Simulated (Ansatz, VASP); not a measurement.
**One calculation of KBr, two programs**

File INCAR:

```
SYSTEM = KBr
PREC     = Accurate       ! precision mode
ENCUT    = 520            ! plane-wave cutoff, eV
EDIFF    = 1E-6           ! SCF threshold, eV
ISMEAR   = 0              ! smearing method
SIGMA    = 0.05           ! smearing width, eV
LREAL    = .False.        ! projectors in reciprocal space
LASPH    = .True.         ! aspherical terms in the spheres
NELM     = 80             ! most SCF steps
ALGO     = Normal         ! electronic algorithm
ISIF     = 2              ! what is computed and relaxed
LWAVE    = .False.        ! write WAVECAR
LCHARG   = .False.        ! write CHGCAR
GGA      = PS             ! functional
NBANDS   = 15             ! bands
```

File KPOINTS:

```
regular mesh
0
Gamma
  6 6 6
  0 0 0
```

File POSCAR:

```
KBr
1.0
    4.0943590659     -0.4381417451     -0.4381417451
   -0.4381417451      4.0943590659     -0.4381417451
   -0.4381417451     -0.4381417451      4.0943590659
K Br
1 1
Direct
    0.0000000000      0.0000000000      0.0000000000
    0.5000000000      0.5000000000      0.5000000000
```

Input for Ansatz:

```yaml
crystal:
  lattice:
    - [4.0943590659, -0.4381417451, -0.4381417451]
    - [-0.4381417451, 4.0943590659, -0.4381417451]
    - [-0.4381417451, -0.4381417451, 4.0943590659]
  atoms:
    - { symbol: K, position: [0.0, 0.0, 0.0] }
    - { symbol: Br, position: [0.5, 0.5, 0.5] }
basis:
  ecutwfc: 420
kpoints:
  mp_grid: { grid: [6, 6, 6] }
hamiltonian:
  xc: pbesol
scf:
  occupations: { method: gaussian, width: 0.05 }
output:
  forces: true
  stress: true
  eigenvalues: true
```

Alike in both runs: task single point; functional PBEsol; k mesh 6 × 6 × 6; occupations gaussian, width 0.05 eV; no spin polarisation.

|  | VASP | Ansatz |
| --- | --- | --- |
| version | VASP 6.6.1 | Ansatz 0.2.0 |
| potentials or method | VASP PAW PBE potentials, release 64 (K_sv, Br), cutoff 520 eV | scalar-relativistic, plane waves, PAW |
| valence electrons in the cell | 16 | 16 |

|  | VASP | Ansatz | Ansatz less VASP |
| --- | --- | --- | --- |
| gap on the k mesh at the Fermi level (eV) | 3.71 | 3.72 | +0.004 |
| least direct gap on the mesh (eV) | 3.79 | 3.80 | +0.005 |
| pressure (GPa) | 3.8 | 3.7 | -0.12 |
| traceless stress, the component that is largest in VASP (GPa) | 5.18 | 5.08 | -0.102 |

VASP's potentials were made for PBE, not for PBEsol. With one functional, cell and mesh, what is left measures potentials, basis and numerics.
